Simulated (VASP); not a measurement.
Set up this calculation in VASP 6.6.1, as the native input.

- Task: single point
- Functional: PBE
- Potentials or basis: VASP PAW PBE potentials, release 64 (Gd, Mn_pv)
- Cutoff: 520 eV
- k mesh: 8 × 8 × 8
- Occupations: gaussian, width 0.05 eV
- Spin: collinear spin, ferrimagnetic start
- Starting moments: [7.96, -3.72, -3.72, -3.72] μB
- Hubbard terms: Gd f U = 1.0 eV
- Dipole correction: no
- Further INCAR settings: ALGO = Normal; EDIFF = 1e-06; NBANDS = 40

The structure of GdMn3 lies in POSCAR:

```
GdMn3
1.0
    4.1305773977      0.0000000000      0.0000000000
    0.0000000000      4.1305773977      0.0000000000
    0.0000000000      0.0000000000      4.1305773977
Gd Mn
1 3
Direct
    0.0000000000      0.0000000000      0.0000000000
    0.0000000000      0.5000000000      0.5000000000
    0.5000000000      0.5000000000      0.0000000000
    0.5000000000      0.0000000000      0.5000000000
```

The input as run:

INCAR

```
ALGO = Normal
EDIFF = 1E-6
ENCUT = 520
GGA = PE
ISIF = 2
ISMEAR = 0
ISPIN = 2
LASPH = T
LCHARG = T
LDAU = T
LDAUJ = 0 0
LDAUL = 3 -1
LDAUPRINT = 1
LDAUTYPE = 2
LDAUU = 1 0
LELF = T
LMAXMIX = 6
LORBIT = 11
LREAL = F
LVHAR = T
LWAVE = F
MAGMOM = 7.96 -3.72 -3.72 -3.72
NBANDS = 40
NELM = 150
PREC = Accurate
SIGMA = 0.05
```

KPOINTS

```
k-points
0
Gamma
  8 8 8
```

Potentials or basis: VASP PAW PBE potentials, release 64 (Gd, Mn_pv).

The run is started by

```bash
$ cat potpaw_PBE.64/Gd/POTCAR potpaw_PBE.64/Mn_pv/POTCAR > POTCAR
$ mpirun -np 1 vasp_std > vasp.out
```

It gave:

```
Pressure                                              : -1.0 GPa
Net moment                                            : -2.79 μB per cell
Site moments                                          : Gd +6.99; Mn -3.30 μB
Valence electrons inside the program's atomic spheres : Gd 15.35; Mn 11.53
```

It took 3.9 min on 1 thread of Intel(R) Xeon(R) Platinum 8488C (Sapphire Rapids), on a shared host, peak memory 0.33 GiB.
